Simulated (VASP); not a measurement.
Input of a VASP 6.6.1 run:

The input INCAR:

```
PREC = Accurate
ENCUT = 600
EDIFF = 1E-6
ISMEAR = 0
SIGMA = 0.1
LREAL = False
LASPH = True
NELM = 200
ALGO = Normal
ISIF = 2
LWAVE = False
LCHARG = False
GGA = PE
NBANDS = 36
GGA_COMPAT = False
LMAXMIX = 6
```

File KPOINTS:

```
regular mesh
0
Gamma
  6 6 2
```

POSCAR

```
ErAlF2
1.0
    3.7731983507     -0.0000000034      0.0000000000
   -1.8865991724      3.2676856270      0.0000000000
    0.0000000000      0.0000000000     12.6555253139
Er Al F
2 2 4
Direct
    0.0000000000      0.0000000000      0.5000000000
    0.0000000000      0.0000000000      0.0000000000
    0.6666666667      0.3333333333      0.2500000000
    0.3333333333      0.6666666667      0.7500000000
    0.3333333333      0.6666666667      0.4571195330
    0.6666666667      0.3333333333      0.9571195330
    0.3333333333      0.6666666667      0.0428804670
    0.6666666667      0.3333333333      0.5428804670
```

Potentials or basis: VASP PAW PBE potentials, release 64 (Er_3, Al, F), 4f in core.

The run is started by

```bash
$ cat potpaw_PBE.64/Er_3/POTCAR potpaw_PBE.64/Al/POTCAR potpaw_PBE.64/F/POTCAR > POTCAR
$ mpirun -np 1 vasp_std > vasp.out
```

(1) What does it give for the pressure?

(2) Estimate the largest force.

Answers

(1) 0.7 GPa.

(2) 0.060 eV/Å.

Caveat: the run has no spin polarisation, though such a crystal can be magnetic.
